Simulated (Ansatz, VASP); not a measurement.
ZrH4 in VASP and in Ansatz

The input INCAR:

```
PREC     = Accurate       # precision mode
ENCUT    = 520            # plane-wave cutoff, eV
EDIFF    = 1E-6           # SCF threshold, eV
ISMEAR   = 0              # smearing method
SIGMA    = 0.2            # smearing width, eV
LREAL    = False          # projectors in reciprocal space
LASPH    = True           # aspherical terms in the spheres
NELM     = 60             # most SCF steps
ALGO     = Normal         # electronic algorithm
ISIF     = 2              # what is computed and relaxed
LWAVE    = False          # write WAVECAR
LCHARG   = False          # write CHGCAR
GGA      = PE             # functional
NBANDS   = 27             # bands
```

File KPOINTS:

```
regular mesh
0
Gamma
  6 6 4
```

POSCAR

```
ZrH4
1.0
   -3.3583962166      0.0000000000      0.0000000000
    0.0000000000      0.0000000000     -4.1111181979
   -0.0000000001     -5.8169128790      0.0000000000
Zr H
2 8
Direct
    0.5000000000      0.5000000000      0.5000000000
    1.0000000000      0.5000000000      1.0000000000
    0.0000000000      0.2694671948      0.6666666667
    0.5000000000      0.2694671948      0.1666666667
    0.0000000000      0.7305328052      0.6666666667
    0.5000000000      0.7305328052      0.1666666667
    0.5000000000      1.0000000000      0.5000000000
    1.0000000000      1.0000000000      0.0000000000
    0.5000000000      0.5000000000      0.8333333333
    1.0000000000      0.5000000000      0.3333333333
```

Input for Ansatz:

```yaml
crystal:
  lattice:
    - [-3.3583962166, 0.0, 0.0]
    - [0.0, 0.0, -4.1111181979]
    - [-1.0e-10, -5.816912879, 0.0]
  atoms:
    - { symbol: Zr, position: [0.5, 0.5, 0.5] }
    - { symbol: Zr, position: [1.0, 0.5, 1.0] }
    - { symbol: H, position: [0.0, 0.2694671948, 0.6666666667] }
    - { symbol: H, position: [0.5, 0.2694671948, 0.1666666667] }
    - { symbol: H, position: [0.0, 0.7305328052, 0.6666666667] }
    - { symbol: H, position: [0.5, 0.7305328052, 0.1666666667] }
    - { symbol: H, position: [0.5, 1.0, 0.5] }
    - { symbol: H, position: [1.0, 1.0, 0.0] }
    - { symbol: H, position: [0.5, 0.5, 0.8333333333] }
    - { symbol: H, position: [1.0, 0.5, 0.3333333333] }
basis:
  ecutwfc: 420
kpoints:
  mp_grid: { grid: [6, 6, 4] }
hamiltonian:
  xc: pbe
scf:
  occupations: { method: gaussian, width: 0.2 }
  lower_state_search: "off"
output:
  forces: true
  stress: true
  eigenvalues: true
```

Alike in both runs: task single point; functional PBE; k mesh 6 × 6 × 4; occupations gaussian, width 0.2 eV; no spin polarisation.

|  | VASP | Ansatz |
| --- | --- | --- |
| version | VASP 6.6.1 | Ansatz 0.2.0 |
| potentials or method | VASP PAW PBE potentials, release 64 (Zr_sv, H), cutoff 520 eV | scalar-relativistic, plane waves, PAW |
| valence electrons in the cell | 32 | 32 |

VASP gave:

```
gap on the k mesh at the Fermi level (eV)                     : none
pressure (GPa)                                                : 0.0
traceless stress, the component that is largest in VASP (GPa) : -0.38
rms of the force components (eV/Å)                            : 0.006
```

**Question.** Estimate Ansatz's values.

**Answer.** gap on the k mesh at the Fermi level (eV): none; pressure (GPa): 0.1; traceless stress, the component that is largest in VASP (GPa): -0.39; rms of the force components (eV/Å): 0.005.

Atom by atom the forces differ by 0.001 eV/Å (rms over components). A gap of «none» marks a metal or a gap that the smearing closes. With one functional, cell and mesh, what is left measures potentials, basis and numerics.
